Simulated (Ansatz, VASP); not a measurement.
**Ta: VASP beside Ansatz**

```
CELL_PARAMETERS angstrom
2.88587 0.00000 0.00000
-1.44294 2.52435 0.00000
0.00000 0.00000 5.16627
ATOMIC_POSITIONS crystal
Ta 0.66667 0.33333 0.75000
Ta 0.33333 0.66667 0.25000
```

Change from the starting cell: strain -0.0050 x Voigt [1, -1, 0, 0, 0, 0], atoms carried along.

Alike in both runs: task single point; functional PBEsol; k mesh 18 × 18 × 10; occupations gaussian, width 0.15 eV; no spin polarisation.

|  | VASP | Ansatz |
| --- | --- | --- |
| version | VASP 6.6.1 | Ansatz 0.2.0 |
| potentials or method | VASP PAW PBE potentials, release 64 (Ta_pv), cutoff 520 eV | scalar-relativistic, plane waves, PAW |
| valence electrons in the cell | 22 | 26 |

Ansatz gave:

| Item | Value |
| --- | --- |
| gap on the k mesh at the Fermi level (eV) | none |
| pressure (GPa) | -7.1 |
| traceless stress, the component that is largest in VASP (GPa) | -0.38 |
| rms of the force components (eV/Å) | 0.026 |

Problem. Estimate VASP's values.

Solution. gap on the k mesh at the Fermi level (eV): none; pressure (GPa): -7.0; traceless stress, the component that is largest in VASP (GPa): -0.38; rms of the force components (eV/Å): 0.025.

VASP's potentials were made for PBE, not for PBEsol. Atom by atom the forces differ by 0.000 eV/Å (rms over components). A gap of «none» marks a metal or a gap that the smearing closes. VASP's potentials hold 22 valence electrons a cell and Ansatz's 26, so a difference there can come from the potentials and not from the codes.

Neither program's run includes spin-orbit coupling.
